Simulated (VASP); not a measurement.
# MnO2 (fluorite type) (Fm-3m) in VASP: a series of runs

MnO2 (fluorite type) is run at these levels: PBE; tasks: single point.

Everything below comes from runs of VASP 6.6.1. Logs are shortened: lines on timing, memory, paths and dates and some standing lists are left out, and cuts for length are marked.

## 1. The cell of the first run

The structure is cubic, space group Fm-3m (No. 225). The conventional cell has a = 4.589 Å, b = 4.589 Å, c = 4.589 Å, α = 90.00°, β = 90.00°, γ = 90.00°. Within 2.6 Å of Mn (site symmetry m-3m) lie 8 O at 1.99 Å. O (site symmetry -43m) has 4 Mn at 1.99 Å and 6 O at 2.29 Å within 2.6 Å.

## 2. Single point, PBE

INCAR reads:

```
ALGO     = Normal         # electronic algorithm
EDIFF    = 1E-6           # SCF threshold, eV
ENCUT    = 520            # plane-wave cutoff, eV
GGA      = PE             # functional
ISIF     = 2              # what is computed and relaxed
ISMEAR   = -1             # smearing method
LASPH    = True           # aspherical terms in the spheres
LCHARG   = False          # write CHGCAR
LREAL    = False          # projectors in reciprocal space
LWAVE    = False          # write WAVECAR
NBANDS   = 20             # bands
NELM     = 100            # most SCF steps
PREC     = Accurate       # precision mode
SIGMA    = 0.06122561905347299 # smearing width, eV
```

KPOINTS reads:

```
k-points
0
Gamma
  21 21 21
```

POSCAR reads:

```
MnO2
1.0
    0.0000000000      2.2943932587      2.2943932587
    2.2943932587      0.0000000000      2.2943932587
    2.2943932587      2.2943932587      0.0000000000
Mn O
1 2
Direct
    0.0000000000      0.0000000000      0.0000000000
    0.2500000000      0.2500000000      0.2500000000
    0.7500000000      0.7500000000      0.7500000000
```

Potentials or basis: VASP PAW PBE potentials, release 64 (Mn_pv, O).

Command:

```sh
cat potpaw_PBE.64/Mn_pv/POTCAR potpaw_PBE.64/O/POTCAR > POTCAR
mpirun -np 1 vasp_std > vasp.out
```

OUTCAR:

```text
EDIFF = 1E-6
   ENCUT = 520
   GGA = PE
   ISIF = 2
   ISMEAR = -1
   LASPH = True
   LREAL = False
   NELM = 100
   PREC = Accurate

 ion  position               nearest neighbor table
   1  0.000  0.000  0.000-   2 1.99   3 1.99   3 1.99   3 1.99   3 1.99   2 1.99   2 1.99   2 1.99

   2  0.250  0.250  0.250-   1 1.99   1 1.99   1 1.99   1 1.99
   3  0.750  0.750  0.750-   1 1.99   1 1.99   1 1.99   1 1.99

  LATTYP: Found a face centered cubic cell.
 ALAT       =     4.5887865174

  Lattice vectors:

 A1 = (   0.0000000000,   2.2943932587,   2.2943932587)
 A2 = (   2.2943932587,   0.0000000000,   2.2943932587)
 A3 = (   2.2943932587,   2.2943932587,   0.0000000000)

Analysis of symmetry for initial positions (statically):
=====================================================================
 Subroutine PRICEL returns:
 Original cell was already a primitive cell.

 Routine SETGRP: Setting up the symmetry group for a
 face centered cubic supercell.

 Subroutine GETGRP returns: Found 48 space group operations
 (whereof 48 operations were pure point group operations)
 out of a pool of 48 trial point group operations.

The static configuration has the point symmetry O_h .

Analysis of symmetry for dynamics (positions and initial velocities):
=====================================================================
 Subroutine PRICEL returns:
 Original cell was already a primitive cell.

 Routine SETGRP: Setting up the symmetry group for a
 face centered cubic supercell.

 Subroutine GETGRP returns: Found 48 space group operations
 (whereof 48 operations were pure point group operations)
 out of a pool of 48 trial point group operations.

The dynamic configuration has the point symmetry O_h .

 Subroutine INISYM returns: Found 48 space group operations
 (whereof 48 operations are pure point group operations),
 and found     1 'primitive' translations

----------------------------------------------------------------------------------------

                                     Primitive cell

  volume of cell :      24.1565

  direct lattice vectors                    reciprocal lattice vectors
     0.000000000  2.294393259  2.294393259    -0.217922537  0.217922537  0.217922537
     2.294393259  0.000000000  2.294393259     0.217922537 -0.217922537  0.217922537
     2.294393259  2.294393259  0.000000000     0.217922537  0.217922537 -0.217922537

  length of vectors
     3.244762064  3.244762064  3.244762064     0.377452906  0.377452906  0.377452906

  position of ions in fractional coordinates (direct lattice)
     0.000000000  0.000000000  0.000000000
     0.250000000  0.250000000  0.250000000
     0.750000000  0.750000000  0.750000000

  ion indices of the primitive-cell ions
   primitive index   ion index
                 1           1
                 2           2
                 3           3

----------------------------------------------------------------------------------------

 KPOINTS: k-points

Automatic generation of k-mesh.
 Grid dimensions read from file:
 generate k-points for:   21   21   21

 Generating k-lattice:

  Cartesian coordinates                     Fractional coordinates (reciprocal lattice)
    -0.010377264  0.010377264  0.010377264     0.047619048  0.000000000  0.000000000
     0.010377264 -0.010377264  0.010377264     0.000000000  0.047619048  0.000000000
     0.010377264  0.010377264 -0.010377264     0.000000000  0.000000000  0.047619048

  Length of vectors
     0.017973948  0.017973948  0.017973948

  Shift w.r.t. Gamma in fractional coordinates (k-lattice)
     0.000000000  0.000000000  0.000000000

 Subroutine IBZKPT returns following result:
 ===========================================

 Found    286 irreducible k-points:

 Following reciprocal coordinates:
            Coordinates               Weight
  0.000000  0.000000  0.000000      1.000000
  0.047619  0.000000  0.000000      8.000000
  0.095238  0.000000  0.000000      8.000000
  0.142857  0.000000  0.000000      8.000000
  0.190476  0.000000  0.000000      8.000000
  0.238095  0.000000  0.000000      8.000000
[... 16 lines left out ...]
 -0.428571  0.047619  0.000000     24.000000
 -0.380952  0.047619  0.000000     24.000000
 [... further k-points ...]
   k-points           NKPTS =    286   k-points in BZ     NKDIM =    286   number of bands    NBANDS=     20
   number of dos      NEDOS =    301   number of ions     NIONS =      3
   total plane-waves  NPLWV =  13824
   dimension x,y,z NGX =    24 NGY =   24 NGZ =   24
   dimension x,y,z NGXF=    48 NGYF=   48 NGZF=   48
   ions per type =               1   2
   NGX,Y,Z   is equivalent  to a cutoff of  12.30, 12.30, 12.30 a.u.
   NGXF,Y,Z  is equivalent  to a cutoff of  24.59, 24.59, 24.59 a.u.
 SYSTEM =  unknown system
   PREC   = accura    normal or accurate (medium, high low for compatibility)
   ISTART =      0    job   : 0-new  1-cont  2-samecut
   ICHARG =      2    charge: 1-file 2-atom 10-const
   ISPIN  =      1    spin polarized calculation?
   LNONCOLLINEAR =      F non collinear calculations
   LSORBIT =      F    spin-orbit coupling
   LASPH  =      T    aspherical Exc in radial PAW
   ENCUT  =  520.0 eV  38.22 Ry    6.18 a.u.   6.03  6.03  6.03*2*pi/ulx,y,z
   NELM   =    100;   NELMIN=  2; NELMDL= -5     # of ELM steps
   EDIFF  = 0.1E-05   stopping-criterion for ELM
   LREAL  =      F    real-space projection
   EDIFFG = 0.1E-04   stopping-criterion for IOM
   NSW    =      0    number of steps for IOM
   IBRION =     -1    ionic relax: 0-MD 1-quasi-New 2-CG
   NFREE  =      0    steps in history (QN), initial steepest desc. (CG)
   ISIF   =      2    stress and relaxation
   ISYM   =      2    0-nonsym 1-usesym 2-fastsym
   POTIM  = 0.5000    time-step for ionic-motion
   TEBEG  =    0.0;   TEEND  =   0.0 temperature during run
   PSTRESS=    0.0 pullay stress
   NELECT =      25.0000    total number of electrons
   NUPDOWN=      -1.0000    fix difference up-down
   EMIN   =  10.00;   EMAX   =-10.00  energy-range for DOS
   EFERMI =   0.00;   METHOD = LEGACY
   ISMEAR =    -1;   SIGMA  =   0.06  broadening in eV -4-tet -1-fermi 0-gaus
   EFERMI_NEDOS =   21; number of points for ismear=-14 and -15
   IALGO  =     38    algorithm
   IMIX   =      4    mixing-type and parameters
     AMIX     =   0.40;   BMIX     =  1.00
     AMIX_MAG =   1.60;   BMIX_MAG =  1.00
  volume/ion in A,a.u.               =       8.05        54.34
  Fermi-wavevector in a.u.,A,eV,Ry     =   1.655936  3.129266 37.308879  2.742125
  Thomas-Fermi vector in A             =   2.743947
   LORBIT       =      0    0 simple, 1 ext, 2 COOP (PROOUT), +10 PAW based schemes
   GGA     = PE    functional components
   LHFCALC =     F    Hartree Fock is set to
   AEXX    =    0.0000 exact exchange contribution
   IVDW    =     0    specifies the selected vdW correction
   LEPSILON=     F    determine dielectric tensor
   LRPA    =     F    only Hartree local field effects (RPA)
 non-spin polarized calculation
  energy-cutoff  :      520.00
  volume of cell :       24.16
 maximum number of plane-waves:       663
   NGX = 13   NGY = 13   NGZ = 13

 number of electron      25.0000021 magnetization

 Free energy of the ion-electron system (eV)
  ---------------------------------------------------
  ext. energy  EPLUGINS =         0.00000000
  ---------------------------------------------------
  free energy    TOTEN  =       -22.11678698 eV

  energy without entropy =      -22.05872503  energy(sigma->0) =      -22.08775601

 E-fermi :   7.4039     XC(G=0): -13.0109

 val. band max:        7.4035355220   @ k =  -0.2857   0.3810   0.0952
 cond. band min:       7.4042998859   @ k =   0.4762   0.2857   0.0000
 fundamental gap:      0.0007643640
 Fermi energy:         7.4039198826

 k-point     1 :       0.0000    0.0000    0.0000
  band No.  band energies     occupation
      1     -41.1688      2.00000
      2     -41.1688      2.00000
      3     -41.1688      2.00000
      4     -13.8684      2.00000
      5      -8.8165      2.00000
      6       0.4310      2.00000
[... 12 lines left out ...]
     19      21.1442      0.00000
     20      21.1442      0.00000

 k-point     2 :       0.0476    0.0000    0.0000
  band No.  band energies     occupation
      1     -41.1702      2.00000
      2     -41.1690      2.00000
      3     -41.1690      2.00000
      4     -13.8393      2.00000
      5      -8.8596      2.00000
      6       0.4520      2.00000
[... 12 lines left out ...]
     19      21.2232      0.00000
     20      21.2232      0.00000

 k-point     3 :       0.0952    0.0000    0.0000
  band No.  band energies     occupation
      1     -41.1745      2.00000
      2     -41.1696      2.00000
      3     -41.1696      2.00000
      4     -13.7534      2.00000
      5      -8.9841      2.00000
      6       0.5139      2.00000
[... 12 lines left out ...]
     19      21.4573      0.00000
     20      21.4573      0.00000

 k-point     4 :       0.1429    0.0000    0.0000
  band No.  band energies     occupation
      1     -41.1811      2.00000
      2     -41.1706      2.00000
      3     -41.1706      2.00000
      4     -13.6137      2.00000
      5      -9.1766      2.00000
      6       0.6136      2.00000
[... 12 lines left out ...]
     19      21.8373      0.00000
     20      21.8373      0.00000

 k-point     5 :       0.1905    0.0000    0.0000
  band No.  band energies     occupation
      1     -41.1895      2.00000
      2     -41.1718      2.00000
      3     -41.1718      2.00000
      4     -13.4249      2.00000
      5      -9.4197      2.00000
      6       0.7453      2.00000
[... 12 lines left out ...]
     19      22.3496      0.00000
     20      22.3496      0.00000
[... 353 lines left out ...]
      6       1.4585      2.00000
[... 12 lines left out ...]
     19      26.3493      0.00000
     20      26.5073      0.00000

 k-point    22 :      -0.4762    0.0476    0.0000
  band No.  band energies     occupation
      1     -41.2333      2.00000
      2     -41.1792      2.00000
      3     -41.1784      2.00000
      4     -11.7086      2.00000
      5     -11.2203      2.00000
      6       1.4321      2.00000
[... 12 lines left out ...]
     19      26.5746      0.00000
     20      26.7049      0.00000

 k-point    23 :      -0.4286    0.0476    0.0000
  band No.  band energies     occupation
      1     -41.2314      2.00000
      2     -41.1792      2.00000
      3     -41.1779      2.00000
      4     -11.9151      2.00000
      5     -11.0160      2.00000
      6       1.3577      2.00000
[... 12 lines left out ...]
     19      26.2120      0.00000
     20      26.2723      0.00000

 k-point    24 :      -0.3810    0.0476    0.0000
  band No.  band energies     occupation
      1     -41.2269      2.00000
      2     -41.1787      2.00000
      3     -41.1770      2.00000
      4     -12.2114      2.00000
      5     -10.7227      2.00000
      6       1.2482      2.00000
[... 12 lines left out ...]
     19      25.5279      0.00000
     20      25.5671      0.00000

 [... further k-points ...]
[... 5 lines left out ...]
  --------------------------------------------------------------------------------------
  -------------------------------------------------------------------------------------
  Total        1.0430129      1.0430129      1.0430129     -0.0000000      0.0000000     -0.0000000
  in kB       69.1777928     69.1777928     69.1777928     -0.0000000      0.0000000     -0.0000000
  external PRESSURE =      69.1777928 kB  Pullay stress =       0.0000000 kB

 VOLUME and BASIS-vectors are now :
 -----------------------------------------------------------------------------
  energy-cutoff  :      520.00
  volume of cell :       24.16
      direct lattice vectors                 reciprocal lattice vectors
     0.000000000  2.294393259  2.294393259    -0.217922537  0.217922537  0.217922537
     2.294393259  0.000000000  2.294393259     0.217922537 -0.217922537  0.217922537
     2.294393259  2.294393259  0.000000000     0.217922537  0.217922537 -0.217922537

 POSITION                                       TOTAL-FORCE (eV/Angst)
 -----------------------------------------------------------------------------------
      0.00000      0.00000      0.00000         0.000000     -0.000000     -0.000000
      1.14720      1.14720      1.14720         0.000000      0.000000     -0.000000
      3.44159      3.44159      3.44159        -0.000000     -0.000000      0.000000
 -----------------------------------------------------------------------------------
    total drift:                               -0.000000      0.000000      0.000000

  FREE ENERGIE OF THE ION-ELECTRON SYSTEM (eV)
  ---------------------------------------------------
  free  energy   TOTEN  =       -22.1167869838 eV

  energy  without entropy=      -22.0587250335  energy(sigma->0) =      -22.08775601
```

Run time: 68 s. Hardware: 1 thread of AMD EPYC 9R45 (Zen 5), shared host; peak memory 0.21 GiB.

What came out:

| Quantity | Value |
| --- | --- |
| Free energy | -22.1168 eV |
| Pressure | 6.9 GPa |

Caveat: an odd number of electrons without spin polarisation forces a metal; a magnetic or distorted state may lie lower; the run has no spin polarisation, though such a crystal can be magnetic; semilocal functionals often make such compounds metallic where correlation or magnetic order opens a gap, which also shifts bond lengths. Spin polarisation is off, so any magnetic state and its effect on volume and gap are missing.

[end of part 1 of 2]
